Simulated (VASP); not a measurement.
A run of VASP 6.6.1 is set up as follows.

INCAR

```
SYSTEM = O
PREC = Accurate
ENCUT = 520
EDIFF = 1E-7
ISMEAR = 0
SIGMA = 0.05
LREAL = .False.
LASPH = .True.
NELM = 60
ALGO = Normal
ISIF = 2
LWAVE = .False.
LCHARG = .False.
GGA = PS
NBANDS = 20
```

Contents of KPOINTS:

```
regular mesh
0
Gamma
  6 6 6
  0 0 0
```

File POSCAR:

```
O
1.0
    3.8922577200      0.0000000000      0.0000000000
    0.0000000000      3.7894570000      0.0000000000
   -0.9966562300      0.0000000000      2.8648122493
O
4
Direct
    0.3329660000      0.6941230000      0.6812950000
    0.6670340000      0.6941230000      0.8187050000
    0.6670340000      0.3058770000      0.3187050000
    0.3329660000      0.3058770000      0.1812950000
```

Potentials or basis: VASP PAW PBE potentials, release 64 (O).

Launch:

```bash
$ cat potpaw_PBE.64/O/POTCAR > POTCAR
$ mpirun -np 1 vasp_std > vasp.out
```

Question: Predict the pressure.

Answer: 0.9 GPa.

Question: What does it give for the band gap on the k mesh?

Answer: 0.59 eV, indirect (least direct gap 0.76 eV).

Question: What does it give for the largest force?

Answer: 0.407 eV/Å.

Stress tensor (GPa, compression positive):
```
-0.19  0.00  0.05
 0.00  1.86  0.00
 0.05  0.00  0.98
```

Caveat: the standard files for N, O and F lose accuracy on very short bonds; spin is off for a triplet molecule; the PAW data sets were made with another functional, which shifts forces and pressure a little. A k mesh can miss the band edges.
